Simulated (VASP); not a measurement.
Runs of VASP 6.6.1 on BeSe4. The structure is that of space group P-3m1 (No. 164), or close to it. The cells are those of the table. 

| task | cell | k mesh | cutoff (eV) | gap on the mesh (eV) | pressure (GPa) | relaxed volume (Å³/atom) | largest force (eV/Å) |
| --- | --- | --- | --- | --- | --- | --- | --- |
| single point | a = 3.589, b = 3.589, c = 8.635 Å, angles 90.0, 90.0, 120.0°, 5 atoms | 12 × 12 × 6 | 520 | none | 0.0 | - | 0.01 |
| relaxation of cell and atoms | relaxed from a = 3.382, b = 3.382, c = 10.874 Å, angles 90.0, 90.0, 120.0°, 5 atoms | 6 × 6 × 2 | 600 | none | 0.3 | 19.20 | - |
| relaxation of cell and atoms | relaxed from a = 3.596, b = 3.596, c = 8.600 Å, angles 90.0, 90.0, 120.0°, 5 atoms | 12 × 12 × 6 | 600 | none | 0.0 | 19.27 | 0.01 |
| single point | a = 3.382, b = 3.382, c = 10.874 Å, angles 90.0, 90.0, 120.0°, 5 atoms | 6 × 6 × 2 | 520 | none | -6.4 | - | 0.61 |
| single point | a = 3.596, b = 3.596, c = 8.600 Å, angles 90.0, 90.0, 120.0°, 5 atoms | 6 × 6 × 2 | 520 | none | (a) | - | (b) |

Alike in all rows: level PBE; potentials or basis VASP PAW PBE potentials, release 64 (Be, Se); no spin polarisation; smearing gaussian 0.1 eV.

Q: Fill in the values left out.

A: (a) 0.1; (b) 0.02.

Caveats: some runs use coarse meshes.

A k mesh can miss the band edges, and the runs leave out spin-orbit coupling on Se.

A gap of «none» marks levels without a gap at the run's occupations.
